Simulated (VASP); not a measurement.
The system is PdPt.

```
CELL_PARAMETERS angstrom
1.38340 0.79871 4.56037
-1.38340 0.79871 4.56037
0.00000 -1.59741 4.56037
ATOMIC_POSITIONS crystal
Pd 0.00000 0.00000 0.00000
Pt 0.50000 0.50000 0.50000
```

```yaml
Program: VASP 6.6.1
Task: relaxation of cell and atoms
Functional: PBEsol
Potentials_or_basis: VASP PAW PBE potentials, release 64 (Pd, Pt)
Cutoff: 600 eV
k_mesh: 13 × 13 × 13
Occupations: fermi-dirac, width 0.05 eV
Spin: no spin polarisation
```

At the start: pressure -5.9 GPa; volume 15.12 Å³/atom.

Problem. How do energy, volume and symmetry change on relaxing?

Solution. Over 6 steps the energy falls by 7.4 meV/atom and the volume is 14.73 Å³/atom (-2.5 %); space group R-3m (No. 166, to 0.05 Å).

Step by step:
| step | energy change (eV) | largest force (eV/Å) | pressure (GPa) | volume (Å³) |
| --- | --- | --- | --- | --- |
| 1 | 0.0000 | 0.0000 | -5.93 | 30.23 |
| 2 | 0.0632 | 0.0000 | 16.37 | 27.85 |
| 3 | -0.0145 | 0.0000 | -0.08 | 29.48 |
| 4 | -0.0145 | 0.0000 | 0.02 | 29.47 |
| 5 | -0.0147 | 0.0000 | 0.02 | 29.47 |
| 6 | -0.0147 | 0.0000 | 0.02 | 29.47 |

Final structure:
```xyz
2
Lattice="1.3741 0.7933 4.5051 -1.3741 0.7933 4.5051 0.0000 -1.5867 4.5051" Properties=species:S:1:pos:R:3 pbc="T T T"
Pd    1.3741    0.7933    4.5051
Pt    0.0000    0.0000    6.7576
```

Caveat: the PAW data sets were made with another functional, which shifts forces and pressure a little.
